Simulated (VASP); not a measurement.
Runs of VASP 6.6.1 on Be. The structure is that of space group P6_3/mmc (No. 194), or close to it. The cells are those of the table. 

```csv
task,cell,k mesh,cutoff (eV),smearing,gap on the mesh (eV),pressure (GPa)
relaxation of cell and atoms,"relaxed to 47.9 GPa from a = 2.072, b = 2.072, c = 3.293 Å, angles 90.0, 90.0, 120.0°, 2 atoms",24 × 24 × 12,600,fermi-dirac 0.1 eV,none,47.9
single point,"a = 2.158, b = 2.158, c = 3.416 Å, angles 90.0, 90.0, 120.0°, 2 atoms",12 × 12 × 6,520,gaussian 0.1 eV,none,21.4
single point,"a = 2.077, b = 2.077, c = 3.281 Å, angles 90.0, 90.0, 120.0°, 2 atoms",9 × 9 × 6,520,gaussian 0.1 eV,none,(a)
relaxation of cell and atoms,"relaxed to 21.2 GPa from a = 2.285, b = 2.285, c = 3.584 Å, angles 90.0, 90.0, 120.0°, 2 atoms",9 × 9 × 6,600,gaussian 0.1 eV,none,20.7
relaxation of cell and atoms,"relaxed to 94.7 GPa from a = 2.285, b = 2.285, c = 3.584 Å, angles 90.0, 90.0, 120.0°, 2 atoms",9 × 9 × 6,600,gaussian 0.1 eV,none,96.1
relaxation of cell and atoms,"relaxed from a = 2.263, b = 2.263, c = 3.567 Å, angles 90.0, 90.0, 120.0°, 2 atoms",24 × 24 × 12,600,fermi-dirac 0.15 eV,none,0.0
single point,"a = 2.265, b = 2.265, c = 3.562 Å, angles 90.0, 90.0, 120.0°, 2 atoms",24 × 24 × 12,520,fermi-dirac 0.15 eV,none,0.2
single point,"a = 2.159, b = 2.159, c = 3.417 Å, angles 90.0, 90.0, 120.0°, 2 atoms",24 × 24 × 12,520,fermi-dirac 0.1 eV,none,21.4
```

Alike in all rows: level PBE; potentials or basis VASP PAW PBE potentials, release 64 (Be); no spin polarisation.

Problem. Estimate the missing entries.

Solution. (a) 48.2.

Caveats: some runs use coarse meshes; the cell is relaxed towards a set pressure, so the enthalpy falls and the energy may rise (some runs).

A gap of «none» marks levels without a gap at the run's occupations.
